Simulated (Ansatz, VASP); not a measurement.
## One calculation of Cu, two programs

```
Cu
1.0
     2.51982    0.00000    0.00000
    -1.25991    2.18223    0.00000
     0.00000    0.00000   28.34450
Cu
7
Cartesian
  0.0000 0.0000 8.0308
  0.0000 1.4548 10.0677
  1.2599 0.7274 12.1169
  0.0000 0.0000 14.1722
  0.0000 1.4548 16.2276
  1.2599 0.7274 18.2768
  0.0000 0.0000 20.3137
```

Alike in both runs: task single point; functional PBEsol; k mesh 18 × 18 × 1; occupations fermi-dirac, width 0.1 eV; no spin polarisation.

|  | VASP | Ansatz |
| --- | --- | --- |
| version | VASP 6.6.1 | Ansatz 0.2.0 |
| potentials or method | VASP PAW PBE potentials, release 64 (Cu) | PAW with Ansatz's default frozen-core files, scalar-relativistic |
| plane-wave cutoff (eV) | 520 | 420 |
| valence electrons in the cell | 77 | 133 |

Ansatz gave:

| Property | Result |
| --- | --- |
| rms of the force components (eV/Å) | 0.001 |

Question: Which values does VASP return?

Answer: rms of the force components (eV/Å): 0.008.

VASP's potentials were made for PBE, not for PBEsol. Atom by atom the forces differ by 0.008 eV/Å (rms over components). The functional is the same, so the differences come from potentials, cutoffs and numerics. VASP's potentials hold 77 valence electrons a cell and Ansatz's 133, so a difference there can come from the potentials and not from the codes. Ansatz's warnings: slab cell height set, xc potential rough in thin density.
